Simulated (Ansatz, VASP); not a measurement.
**One calculation of HfO2, two programs**

File INCAR:

```
SYSTEM = HfO2
ALGO = Normal
EDIFF = 1E-6
ENCUT = 520
GGA = PE
ISIF = 2
ISMEAR = 0
LASPH = .True.
LCHARG = .True.
LELF = .True.
LREAL = .False.
LVHAR = .True.
LWAVE = .False.
NBANDS = 31
NELM = 60
PREC = Accurate
SIGMA = 0.05
```

KPOINTS

```
k-points
0
Gamma
  6 6 4
  0 0 0
```

File POSCAR:

```
HfO2
1.0
    3.5141971928      0.0000000000      0.0000000000
    0.0000000000      3.5141971928      0.0000000000
    0.0000000000      0.0000000000      5.1323679760
Hf O
2 4
Direct
    0.5000000000      0.5000000000      0.5000000000
    0.0000000000      0.0000000000      0.0000000000
    0.0000000000      0.5000000000      0.6932521152
    0.5000000000      0.0000000000      0.8067478848
    0.5000000000      0.0000000000      0.3067478848
    0.0000000000      0.5000000000      0.1932521152
```

Input for Ansatz:

```yaml
crystal:
  lattice:
    - [3.5141971928, 0.0, 0.0]
    - [0.0, 3.5141971928, 0.0]
    - [0.0, 0.0, 5.132367976]
  atoms:
    - { symbol: Hf, position: [0.5, 0.5, 0.5] }
    - { symbol: Hf, position: [0.0, 0.0, 0.0] }
    - { symbol: O, position: [0.0, 0.5, 0.6932521152] }
    - { symbol: O, position: [0.5, 0.0, 0.8067478848] }
    - { symbol: O, position: [0.5, 0.0, 0.3067478848] }
    - { symbol: O, position: [0.0, 0.5, 0.1932521152] }
basis:
  ecutwfc: 420
kpoints:
  mp_grid: { grid: [6, 6, 4] }
hamiltonian:
  xc: pbe
scf:
  occupations: { method: gaussian, width: 0.05 }
output:
  forces: true
  stress: true
  eigenvalues: true
```

Change from the starting cell: strain -0.025 along x and y, -0.025 along z, atoms carried along.

Alike in both runs: task single point; functional PBE; k mesh 6 × 6 × 4; occupations gaussian, width 0.05 eV; no spin polarisation.

|  | VASP | Ansatz |
| --- | --- | --- |
| version | VASP 6.6.1 | Ansatz 0.2.0 |
| potentials or method | VASP PAW PBE potentials, release 64 (Hf_pv, O), cutoff 520 eV | scalar-relativistic, plane waves, PAW |
| valence electrons in the cell | 44 | 76 |

```tsv
	VASP	Ansatz	Ansatz less VASP
gap on the k mesh at the Fermi level (eV)	4.93	4.96	+0.031
least direct gap on the mesh (eV)	5.02	5.03	+0.011
pressure (GPa)	17.4	21.1	+3.65
traceless stress, the component that is largest in VASP (GPa)	-1.99	-2.04	-0.049
rms of the force components (eV/Å)	0.203	0.221	+0.0177
```

Atom by atom the forces differ by 0.018 eV/Å (rms over components). VASP's potentials hold 44 valence electrons a cell and Ansatz's 76, so a difference there can come from the potentials and not from the codes.

Spin-orbit coupling is off throughout.
